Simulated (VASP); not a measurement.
# Hf3Si2F (I4/mmm) in VASP: a series of runs, part 2 of 2

VASP 6.6.1.

**4. Single point, PBE**

INCAR

```
SYSTEM = Hf3Si2F
PREC     = Accurate       ! precision mode
ENCUT    = 520            ! plane-wave cutoff, eV
EDIFF    = 1E-6           ! SCF threshold, eV
ISMEAR   = 0              ! smearing method
SIGMA    = 0.1            ! smearing width, eV
LREAL    = .FALSE.        ! projectors in reciprocal space
LASPH    = .TRUE.         ! aspherical terms in the spheres
NELM     = 80             ! most SCF steps
ALGO     = Normal         ! electronic algorithm
ISIF     = 2              ! what is computed and relaxed
LWAVE    = .FALSE.        ! write WAVECAR
LCHARG   = .FALSE.        ! write CHGCAR
GGA      = PE             ! functional
NBANDS   = 32             ! bands
```

KPOINTS

```
regular mesh
0
G
  6 6 6
  0 0 0
```

POSCAR

```
Hf3Si2F
1.0
   -2.5804562722      2.5804562722      4.6249700101
    2.5804562722     -2.5804562722      4.6249700101
    2.5804562722      2.5804562722     -4.6249700101
Hf Si F
3 2 1
Direct
    0.7500000000      0.2500000000      0.5000000000
    0.2500000000      0.7500000000      0.5000000000
    0.0000000000      0.0000000000      0.0000000000
    0.3059258441      0.3059258441      0.0000000000
    0.6940741559      0.6940741559      0.0000000000
    0.5000000000      0.5000000000      0.0000000000
```

Potentials or basis: VASP PAW PBE potentials, release 64 (Hf_pv, Si, F).

On the command line:

```
$ cat potpaw_PBE.64/Hf_pv/POTCAR potpaw_PBE.64/Si/POTCAR potpaw_PBE.64/F/POTCAR > POTCAR
$ mpirun -np 1 vasp_std > vasp.out
```

OUTCAR:

```text
SYSTEM = Hf3Si2F
   PREC = Accurate
   ENCUT = 520
   EDIFF = 1E-6
   ISMEAR = 0
   LREAL = .FALSE.
   LASPH = .TRUE.
   NELM = 80
   ISIF = 2
   GGA = PE

 ion  position               nearest neighbor table
   1  0.750  0.250  0.500-   4 2.63   5 2.63   4 2.63   5 2.63   3 3.47   3 3.47   3 3.47   3 3.47
                             2 3.65   2 3.65   2 3.65   2 3.65
   2  0.250  0.750  0.500-   4 2.63   5 2.63   4 2.63   5 2.63   3 3.47   3 3.47   3 3.47   3 3.47
                             1 3.65   1 3.65   1 3.65   1 3.65
   3  0.000  0.000  0.000-   4 2.83   5 2.83   1 3.47   2 3.47   1 3.47   2 3.47   1 3.47   2 3.47
                             1 3.47   2 3.47
   4  0.306  0.306  0.000-   6 1.80   2 2.63   1 2.63   2 2.63   1 2.63   3 2.83
   5  0.694  0.694  0.000-   6 1.80   1 2.63   2 2.63   1 2.63   2 2.63   3 2.83
   6  0.500  0.500  0.000-   4 1.80   5 1.80

  LATTYP: Found a body centered tetragonal cell.
 ALAT       =     5.1609125444
 C/A-ratio  =     1.7923070660

  Lattice vectors:

 A1 = (  -2.5804562722,   2.5804562722,   4.6249700101)
 A2 = (   2.5804562722,  -2.5804562722,   4.6249700101)
 A3 = (   2.5804562722,   2.5804562722,  -4.6249700101)

[... 187 lines left out ...]
 fundamental gap:      0.0186340206
 Fermi energy:         4.6364844663

 k-point     1 :       0.0000    0.0000    0.0000
  band No.  band energies     occupation
      1     -27.0727      2.00000
      2     -27.0727      2.00000
      3     -26.9831      2.00000
      4     -25.9257      2.00000
      5     -25.9184      2.00000
      6     -25.7787      2.00000
[... 829 lines left out ...]
     31       7.7942      0.00000
     32       8.0801      0.00000

 [... further k-points ...]

------------------------ aborting loop because EDIFF is reached ----------------------------------------

  FORCE on cell =-STRESS in cart. coord.  units (eV):
  Direction    XX          YY          ZZ          XY          YZ          ZX
  --------------------------------------------------------------------------------------
  -------------------------------------------------------------------------------------
  Total        0.0824114      0.0824114     -0.0954051      0.0000000      0.0000000      0.0000000
  in kB        1.0718549      1.0718549     -1.2408525      0.0000000      0.0000000      0.0000000
  external PRESSURE =       0.3009525 kB  Pullay stress =       0.0000000 kB

 VOLUME and BASIS-vectors are now :
 -----------------------------------------------------------------------------
  energy-cutoff  :      520.00
  volume of cell :      123.19
      direct lattice vectors                 reciprocal lattice vectors
    -2.580456272  2.580456272  4.624970010     0.000000000  0.193764182  0.108108809
     2.580456272 -2.580456272  4.624970010     0.193764182  0.000000000  0.108108809
     2.580456272  2.580456272 -4.624970010     0.193764182  0.193764182  0.000000000

 POSITION                                       TOTAL-FORCE (eV/Angst)
 -----------------------------------------------------------------------------------
      0.00000      2.58046      2.31249        -0.000000     -0.000000     -0.000000
      2.58046      0.00000      2.31249        -0.000000     -0.000000     -0.000000
      0.00000      0.00000      0.00000        -0.000000     -0.000000     -0.000000
      0.00000      0.00000      2.82980         0.000000      0.000000     -0.014820
      0.00000      0.00000      6.42014         0.000000      0.000000      0.014820
      0.00000      0.00000      4.62497        -0.000000     -0.000000      0.000000
 -----------------------------------------------------------------------------------
    total drift:                                0.000000     -0.000000      0.000000

  FREE ENERGIE OF THE ION-ELECTRON SYSTEM (eV)
  ---------------------------------------------------
  free  energy   TOTEN  =       -43.2217336269 eV

  energy  without entropy=      -43.2043991327  energy(sigma->0) =      -43.21306638
```

stdout:

```text
POSCAR found type information on POSCAR HfSiF
 POSCAR found :  3 types and       6 ions
 scaLAPACK will be used
 LDA part: xc-table for (Slater+PW92), standard interpolation
 POSCAR, INCAR and KPOINTS ok, starting setup
 FFT: planning ... GRIDC
 FFT: planning ... GRID_SOFT
 FFT: planning ... GRID
 WAVECAR not read
 entering main loop
```

Run time: 4.8 min. Hardware: 1 thread of Intel Xeon 8259CL, shared host; peak memory 0.38 GiB.

Results:

```yaml
Free_energy: -43.2217 eV
Pressure: 0.0 GPa
Largest_force: 0.015 eV/Å
Band_gap_on_the_k_mesh: zero (an odd number of electrons rules out a gap without spin polarisation)
```

Forces in eV/Å, atoms in the order of the input:
```
Hf   0.000  0.000  0.000
Hf   0.000  0.000  0.000
Hf   0.000  0.000  0.000
Si   0.000  0.000 -0.015
Si   0.000  0.000  0.015
F    0.000  0.000  0.000
```

Caveat: spin-orbit coupling is left out, which moves the levels of the heavy elements; an odd number of electrons without spin polarisation forces a metal; a magnetic or distorted state may lie lower.

**5. Overview**

```csv
cell,k mesh,gap on the mesh (eV),pressure (GPa),largest force (eV/Å)
"a = 5.870 Å, angles 127.6, 127.6, 77.2°, 6 atoms, atomic positions A",4 × 4 × 4,none,0.0,0.07
"a = 5.670 Å, angles 122.0, 122.0, 86.5°, 6 atoms, atomic positions B",4 × 4 × 4,none,3.9,4.61
"a = 5.891 Å, angles 128.0, 128.0, 76.6°, 6 atoms, atomic positions C",6 × 6 × 6,none,0.0,0.01
```

Alike in all rows: task single point; level PBE; potentials or basis VASP PAW PBE potentials, release 64 (Hf_pv, Si, F); no spin polarisation; cutoff (eV) 520; smearing gaussian 0.1 eV.

Caveats: spin-orbit coupling is left out, which moves the levels of the heavy elements; an odd number of electrons without spin polarisation forces a metal; a magnetic or distorted state may lie lower; the stress differs along the axes, from -5 to 22 GPa (at least some runs).

Total energies depend on the potentials used, so only differences within one code and one set of settings carry meaning.

The gap in the log of VASP goes by the Fermi energy; the results here count the filled bands.